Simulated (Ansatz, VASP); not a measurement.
# Two plane-wave programs on TaN

Contents of INCAR:

```
  ALGO = Normal
  EDIFF = 1E-6
  ENCUT = 600
  GGA = PS
  GGA_COMPAT = F
  ISIF = 2
  ISMEAR = 0
  LASPH = T
  LCHARG = F
  LREAL = F
  LWAVE = F
  NBANDS = 16
  NELM = 120
  PREC = Accurate
  SIGMA = 0.15
```

File KPOINTS:

```
k-points
0
Gamma
  18 18 18
```

File POSCAR:

```
TaN
1.0
    0.0000000000      2.2007900000      2.1790000000
    2.2007900000      0.0000000000      2.1790000000
    2.2007900000      2.2007900000      0.0000000000
Ta N
1 1
Direct
    0.5000000000      0.5000000000      0.5000000000
    0.0000000000      0.0000000000      0.0000000000
```

Input for Ansatz:

```yaml
crystal:
  lattice:
    - [0.0, 2.20079, 2.179]
    - [2.20079, 0.0, 2.179]
    - [2.20079, 2.20079, 0.0]
  atoms:
    - { symbol: Ta, position: [0.5, 0.5, 0.5] }
    - { symbol: "N", position: [0.0, 0.0, 0.0] }
basis:
  ecutwfc: 420
kpoints:
  mp_grid: { grid: [18, 18, 18] }
hamiltonian:
  xc: pbesol
scf:
  occupations: { method: gaussian, width: 0.15 }
output:
  forces: true
  stress: true
  eigenvalues: true
```

Change from the starting cell: strain +0.0100 x Voigt [1, 1, 0, 0, 0, 0], atoms carried along.

Alike in both runs: task single point; functional PBEsol; k mesh 18 × 18 × 18; occupations gaussian, width 0.15 eV; no spin polarisation.

```csv
,VASP,Ansatz
version,VASP 6.6.1,Ansatz 0.2.0
potentials or method,"VASP PAW PBE potentials, release 64 (Ta_sv_GW, N), cutoff 600 eV","scalar-relativistic, plane waves, PAW"
valence electrons in the cell,18,18
```

|  | VASP | Ansatz | Ansatz less VASP |
| --- | --- | --- | --- |
| gap on the k mesh at the Fermi level (eV) | none | none | - |
| pressure (GPa) | -2.6 | -2.6 | -0.05 |
| traceless stress, the component that is largest in VASP (GPa) | 4.10 | 4.09 | -0.012 |

VASP's potentials were made for PBE, not for PBEsol. A gap of «none» marks a metal or a gap that the smearing closes.

Spin-orbit coupling is off throughout.
